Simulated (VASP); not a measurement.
A run of VASP 6.6.1 is set up as follows.

Contents of INCAR:

```
  ALGO = Fast
  EDIFF = 1E-7
  ENCUT = 520
  GGA = PE
  ISIF = 2
  ISMEAR = 0
  LASPH = True
  LCHARG = False
  LREAL = False
  LWAVE = False
  NBANDS = 14
  NELM = 100
  PREC = Accurate
  SIGMA = 0.1
```

File KPOINTS:

```
k-points
0
Gamma
  12 12 8
```

POSCAR

```
Na
1.0
    3.5257649367      0.0000000000      0.0000000000
    0.0000000000      3.8070759689      0.0000000000
    0.0000000000      0.0000000000      5.3366534881
Na
2
Direct
    0.0000000000      0.0000000000      0.0000000000
    0.5000000000      0.5000000000      0.5000000000
```

Potentials or basis: VASP PAW PBE potentials, release 64 (Na_pv).

Run with:

```bash
$ cat potpaw_PBE.64/Na_pv/POTCAR > POTCAR
$ mpirun -np 1 vasp_std > vasp.out
```

Question: Predict the band gap on the k mesh.

Answer: Zero (bands 7 and 8 overlap by 5.06 eV).

Question: Predict the pressure.

Answer: 0.3 GPa.

Stress tensor (GPa, compression positive):
```
 0.88  0.00  0.00
 0.00 -0.17  0.00
 0.00  0.00  0.25
```

Caveat: the cell differs from its parent crystal (uniaxial strain along a: -6.0 %).
